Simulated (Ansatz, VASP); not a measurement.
## Sn2GeO3: VASP beside Ansatz

```
CELL_PARAMETERS angstrom
2.43248 -5.14634 0.00000
2.43248 5.14634 0.00000
0.00000 0.00000 3.83072
ATOMIC_POSITIONS crystal
Sn 0.65497 0.34503 0.50000
Sn 0.34503 0.65497 0.50000
Ge 0.00000 0.00000 0.00000
O 0.14539 0.85461 0.50000
O 0.85461 0.14539 0.50000
O 0.50000 0.50000 0.00000
```

Change from the starting cell: species swapped into the Li2CeO3 type (Cmmm, No. 65).

Alike in both runs: task single point; functional PBE; k mesh 4 × 4 × 4; occupations gaussian, width 0.1 eV; no spin polarisation.

|  | VASP | Ansatz |
| --- | --- | --- |
| version | VASP 6.6.1 | Ansatz 0.2.0 |
| potentials or method | VASP PAW PBE potentials, release 64 (Sn_d, Ge_d, O), cutoff 520 eV | scalar-relativistic, plane waves, PAW |
| valence electrons in the cell | 60 | 60 |

```csv
,VASP,Ansatz,Ansatz less VASP
gap on the k mesh at the Fermi level (eV),none,none,-
pressure (GPa),10.3,10.2,-0.10
"traceless stress, the component that is largest in VASP (GPa)",9.48,9.23,-0.254
rms of the force components (eV/Å),0.770,0.744,-0.0262
```

Atom by atom the forces differ by 0.026 eV/Å (rms over components). A gap of «none» marks a metal or a gap that the smearing closes. With one functional, cell and mesh, what is left measures potentials, basis and numerics.

The k mesh is coarse, so the values compare programs but aren't converged.
